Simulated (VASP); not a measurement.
Input of a VASP 6.6.1 run:

Contents of POSCAR:

```
AlRu
1.0
    2.9916000000      0.0000000000      0.0000000000
    0.0000000000      2.9916000000      0.0000000000
    0.0000000000      0.0000000000      2.8719360000
Al Ru
1 1
Direct
    0.0000000000      0.0000000000      0.0000000000
    0.5000000000      0.5000000000      0.5000000000
```

File INCAR.step1:

```
ALGO = Normal
EDIFF = 1E-4
ENCUT = 520
GGA = PE
ISMEAR = 0
LASPH = T
LCHARG = F
LREAL = F
LWAVE = T
NBANDS = 16
NELM = 80
PREC = Accurate
SIGMA = 0.15
```

Contents of INCAR.step2:

```
ALGO = Normal
EDIFF = 1E-6
ENCUT = 520
ISIF = 2
ISMEAR = 0
ISTART = 1
LASPH = T
LCHARG = F
LMIXTAU = T
LREAL = F
LWAVE = F
METAGGA = R2SCAN
NBANDS = 16
NELM = 80
PREC = Accurate
SIGMA = 0.15
```

File KPOINTS:

```
k-points
0
Gamma
  16 16 16
```

Potentials or basis: VASP PAW PBE potentials, release 64 (Al, Ru_pv).

Command:

```sh
$ cat potpaw_PBE.64/Al/POTCAR potpaw_PBE.64/Ru_pv/POTCAR > POTCAR
$ cp INCAR.step1 INCAR
$ mpirun -np 1 vasp_std > vasp.out
$ cp INCAR.step2 INCAR
$ mpirun -np 1 vasp_std > vasp.out
```

Question: Estimate the pressure.

Answer: 7.9 GPa.

Question: Estimate the band gap on the k mesh.

Answer: Zero (an odd number of electrons rules out a gap without spin polarisation).

Stress tensor (GPa, compression positive):
```
 5.00  0.00  0.00
 0.00  5.00  0.00
 0.00  0.00 13.82
```

Caveat: the cell differs from its parent crystal (strain -0.0400 x Voigt [0, 0, 1, 0, 0, 0]); the cell stands under pressure; the PAW data sets were made with another functional, which shifts forces and pressure a little.
